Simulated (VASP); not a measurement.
## Te2Mo: single point with PBE

The system is Te2Mo, a slab with vacuum.

```
CELL_PARAMETERS angstrom
3.80380 0.00000 0.00000
-1.90190 3.29419 0.00000
0.00000 0.00000 16.64240
ATOMIC_POSITIONS crystal
Te 0.33333 0.66667 0.89680
Te 0.33333 0.66667 0.10320
Mo 0.00000 0.00000 0.00000
```

| Property | Result |
| --- | --- |
| Program | VASP 6.6.1 |
| Task | single point |
| Functional | PBE |
| Potentials or basis | VASP PAW PBE potentials, release 64 (Te, Mo_sv) |
| Cutoff | 520 eV |
| k mesh | 9 × 9 × 2 |
| Occupations | gaussian, width 0.05 eV |
| Spin | no spin polarisation |
| Dipole correction | no |
| Further INCAR settings | ALGO = Normal; EDIFF = 1e-06; NBANDS = 20 |

```json
{
  "Largest force": "0.128 eV/Å",
  "Band gap on the k mesh": "0.39 eV, indirect (least direct gap 0.66 eV)"
}
```

Forces on the atoms (eV/Å):
```
Te   0.000  0.000 -0.128
Te   0.000  0.000  0.128
Mo   0.000  0.000  0.000
```

Levels at points of the mesh, in eV from the valence-band top:
| k point | band 11 | band 12 | band 13 | band 14 | band 15 | band 16 |
| --- | --- | --- | --- | --- | --- | --- |
| (0.00, 0.00, 0.00) | -1.28 | -0.99 | 0.00 | 2.36 | 2.36 | 2.66 |
| (0.00, 0.00, 0.50) | -1.28 | -0.99 | 0.00 | 2.36 | 2.36 | 2.66 |

It took 2 min on 1 thread of Intel(R) Xeon(R) Platinum 8375C CPU @ 2.90GHz (Ice Lake), with other jobs on the host, peak memory 0.35 GiB.

Caveat: spin-orbit coupling is left out, which moves the levels of the heavy elements.
